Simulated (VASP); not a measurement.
# TiCo3 (Pm-3m) in VASP: notebook, part 2 of 2

VASP 6.6.1. The steps go on from the part before.

## (5) Single point, PBEsol, collinear spin, ferromagnetic start (13.04 Å³/atom)

This run uses another cell than the first one, of 13.04 Å³/atom.

INCAR

```
SYSTEM = TiCo3
ALGO = Fast
EDIFF = 1E-7
ENCUT = 520
GGA = PS
ISIF = 2
ISMEAR = 0
ISPIN = 2
LASPH = .TRUE.
LCHARG = .FALSE.
LMAXMIX = 4
LORBIT = 11
LREAL = .FALSE.
LWAVE = .FALSE.
MAGMOM = 0.6 1.32 1.32 1.32
NBANDS = 32
NELM = 150
NUPDOWN = 4.56
PREC = Accurate
SIGMA = 0.15
```

KPOINTS

```
k-points
0
G
  12 12 12
  0 0 0
```

POSCAR

```
TiCo3
1.0
    3.7360489029      0.0000000000      0.0000000000
    0.0000000000      3.7360489029      0.0000000000
    0.0000000000      0.0000000000      3.7360489029
Ti Co
1 3
Direct
    0.0000000000      0.0000000000      0.0000000000
    0.0000000000      0.5000000000      0.5000000000
    0.5000000000      0.0000000000      0.5000000000
    0.5000000000      0.5000000000      0.0000000000
```

Potentials or basis: VASP PAW PBE potentials, release 64 (Ti_sv, Co).

Launch:

```console
> cat potpaw_PBE.64/Ti_sv/POTCAR potpaw_PBE.64/Co/POTCAR > POTCAR
> mpirun -np 1 vasp_std > vasp.out
```

OUTCAR:

```text
SYSTEM = TiCo3
   EDIFF = 1E-7
   ENCUT = 520
   GGA = PS
   ISIF = 2
   ISMEAR = 0
   ISPIN = 2
   LASPH = .TRUE.
   LORBIT = 11
   LREAL = .FALSE.
   NELM = 150
   NUPDOWN = 4.56
   PREC = Accurate

 ion  position               nearest neighbor table
   1  0.000  0.000  0.000-   2 2.64   3 2.64   4 2.64   2 2.64   3 2.64   2 2.64   4 2.64   2 2.64
                             3 2.64   4 2.64   3 2.64   4 2.64
   2  0.000  0.500  0.500-   1 2.64   3 2.64   4 2.64   1 2.64   4 2.64   1 2.64   3 2.64   1 2.64
                             3 2.64   4 2.64   4 2.64   3 2.64
   3  0.500  0.000  0.500-   1 2.64   2 2.64   4 2.64   1 2.64   4 2.64   2 2.64   4 2.64   4 2.64
                             1 2.64   2 2.64   1 2.64   2 2.64
   4  0.500  0.500  0.000-   1 2.64   2 2.64   3 2.64   2 2.64   3 2.64   1 2.64   3 2.64   3 2.64
                             1 2.64   2 2.64   2 2.64   1 2.64

  LATTYP: Found a simple cubic cell.
 ALAT       =     3.7360489029

  Lattice vectors:

 A1 = (   3.7360489029,   0.0000000000,   0.0000000000)
 A2 = (   0.0000000000,   3.7360489029,   0.0000000000)
 A3 = (   0.0000000000,   0.0000000000,   3.7360489029)

Analysis of symmetry for initial positions (statically):
=====================================================================
 Subroutine PRICEL returns:
 Original cell was already a primitive cell.

 Routine SETGRP: Setting up the symmetry group for a
 simple cubic supercell.

 Subroutine GETGRP returns: Found 48 space group operations
 (whereof 48 operations were pure point group operations)
 out of a pool of 48 trial point group operations.

The static configuration has the point symmetry O_h .

Analysis of symmetry for dynamics (positions and initial velocities):
=====================================================================
 Subroutine PRICEL returns:
 Original cell was already a primitive cell.

 Routine SETGRP: Setting up the symmetry group for a
 simple cubic supercell.

 Subroutine GETGRP returns: Found 48 space group operations
 (whereof 48 operations were pure point group operations)
 out of a pool of 48 trial point group operations.

The dynamic configuration has the point symmetry O_h .
[... 171 lines left out ...]
 fundamental gap:     -0.9714633885
 Fermi energy:         9.4848681003

 spin component 1

 k-point     1 :       0.0000    0.0000    0.0000
  band No.  band energies     occupation
      1     -47.7591      1.00000
      2     -24.0879      1.00000
      3     -24.0879      1.00000
      4     -24.0879      1.00000
      5       0.9206      1.00000
      6       4.3156      1.00000
[... 805 lines left out ...]
     30      18.7319      0.00000
     31      19.3350      0.00000

 [... further k-points ...]

 spin component 2

 k-point     1 :       0.0000    0.0000    0.0000
  band No.  band energies     occupation
      1     -47.9560      1.00000
      2     -24.2903      1.00000
      3     -24.2903      1.00000
      4     -24.2903      1.00000
      5       1.0716      1.00000
      6       5.2225      1.00000
[... 805 lines left out ...]
     30      19.2601      0.00000
     31      19.6855      0.00000

 [... further k-points ...]

 [bands above 31 left out]

------------------------ aborting loop because EDIFF is reached ----------------------------------------

  FORCE on cell =-STRESS in cart. coord.  units (eV):
  Direction    XX          YY          ZZ          XY          YZ          ZX
  --------------------------------------------------------------------------------------
  -------------------------------------------------------------------------------------
  Total       -5.6063760     -5.6063760     -5.6063760     -0.0000000     -0.0000000     -0.0000000
  in kB     -172.2483804   -172.2483804   -172.2483804     -0.0000000     -0.0000000     -0.0000000
  external PRESSURE =    -172.2483804 kB  Pullay stress =       0.0000000 kB

 VOLUME and BASIS-vectors are now :
 -----------------------------------------------------------------------------
  energy-cutoff  :      520.00
  volume of cell :       52.15
      direct lattice vectors                 reciprocal lattice vectors
     3.736048903  0.000000000  0.000000000     0.267662449  0.000000000  0.000000000
     0.000000000  3.736048903  0.000000000     0.000000000  0.267662449  0.000000000
     0.000000000  0.000000000  3.736048903     0.000000000  0.000000000  0.267662449

 POSITION                                       TOTAL-FORCE (eV/Angst)
 -----------------------------------------------------------------------------------
      0.00000      0.00000      0.00000         0.000000      0.000000      0.000000
      0.00000      1.86802      1.86802         0.000000      0.000000      0.000000
      1.86802      0.00000      1.86802         0.000000      0.000000      0.000000
      1.86802      1.86802      0.00000         0.000000      0.000000      0.000000
 -----------------------------------------------------------------------------------
    total drift:                                0.000000      0.000000      0.000000

  FREE ENERGIE OF THE ION-ELECTRON SYSTEM (eV)
  ---------------------------------------------------
  free  energy   TOTEN  =       -31.3202396453 eV

  energy  without entropy=      -31.2229077127  energy(sigma->0) =      -31.27157368

 total charge

# of ion       s       p       d       tot
------------------------------------------
    1        2.238   6.171   1.831  10.239
    2        0.476   0.443   7.186   8.105
    3        0.476   0.443   7.186   8.105
    4        0.476   0.443   7.186   8.105
--------------------------------------------------
tot          3.666   7.501  23.388  34.555

 magnetization (x)

# of ion       s       p       d       tot
------------------------------------------
    1       -0.007   0.001  -0.226  -0.232
    2        0.013   0.011   1.575   1.599
    3        0.013   0.011   1.575   1.599
    4        0.013   0.011   1.575   1.599
--------------------------------------------------
tot          0.031   0.034   4.500   4.564
```

Wall time 3 min (1 thread of Intel Xeon 6975P-C (Granite Rapids), shared host); peak memory 0.32 GiB.

Results:

```
Free energy                                           : -31.3202 eV
Pressure                                              : -17.2 GPa
Net moment                                            : 4.56 μB per cell
Site moments                                          : Ti -0.23; Co +1.60 μB
Valence electrons inside the program's atomic spheres : Ti 10.24; Co 8.11
```

Caveat: the cell stands under tension; the PAW data sets were made with another functional, which shifts forces and pressure a little; the total moment is fixed, so each spin has its own Fermi level and the state may be an excited one.

## (6) Single point, PBEsol, collinear spin, ferromagnetic start (13.04 Å³/atom)

This run uses another cell than the first one, of 13.04 Å³/atom.

INCAR

```
PREC = Accurate
ENCUT = 520
EDIFF = 1E-7
ISMEAR = 0
SIGMA = 0.15
LREAL = F
LASPH = T
NELM = 150
ALGO = Fast
ISIF = 2
LWAVE = F
LCHARG = F
ISPIN = 2
MAGMOM = 1 2.2 2.2 2.2
LORBIT = 11
NUPDOWN = 7.6
LMAXMIX = 4
GGA = PS
NBANDS = 32
```

KPOINTS

```
regular mesh
0
Gamma
  12 12 12
```

POSCAR is that of step 5.

Potentials or basis: VASP PAW PBE potentials, release 64 (Ti_sv, Co).

Launch:

```console
> cat potpaw_PBE.64/Ti_sv/POTCAR potpaw_PBE.64/Co/POTCAR > POTCAR
> mpirun -np 1 vasp_std > vasp.out
```

Run time: 3.1 min. Hardware: 1 thread of Intel Xeon 6975P-C (Granite Rapids), shared host; peak memory 0.31 GiB.

Results (log left out):

```yaml
Free_energy: -29.5192 eV
Pressure: -5.3 GPa
Net_moment: 7.60 μB per cell
Site_moments: Ti +0.77; Co +2.14 μB
Valence_electrons_inside_the_program's_atomic_spheres: Ti 10.32; Co 8.07
```

Caveat: the cell stands under tension; the PAW data sets were made with another functional, which shifts forces and pressure a little; the total moment is fixed, so each spin has its own Fermi level and the state may be an excited one.

## (7) The runs side by side

| fixed moment (μB) | cell | pressure (GPa) | moment (μB) |
| --- | --- | --- | --- |
| 4.56 | a = 3.453 Å, 4 atoms | 32.9 | 4.56 |
| 7.6 | a = 3.453 Å, 4 atoms | 55.3 | 7.60 |
| 2.28 | a = 3.453 Å, 4 atoms | 21.0 | 2.28 |
| 4.56 | a = 3.736 Å, 4 atoms | -17.2 | 4.56 |
| 7.6 | a = 3.736 Å, 4 atoms | -5.3 | 7.60 |

Alike in all rows: task single point; level PBEsol; potentials or basis VASP PAW PBE potentials, release 64 (Ti_sv, Co); spin collinear, ferromagnetic start; k mesh 12 × 12 × 12; cutoff (eV) 520; smearing gaussian 0.15 eV.

Caveats: the PAW data sets were made with another functional, which shifts forces and pressure a little; the total moment is fixed, so each spin has its own Fermi level and the state may be an excited one; the cell stands under pressure (at least some runs); the cell stands under tension (at least some runs).

Absolute energies hang on the potentials; compare differences alone.
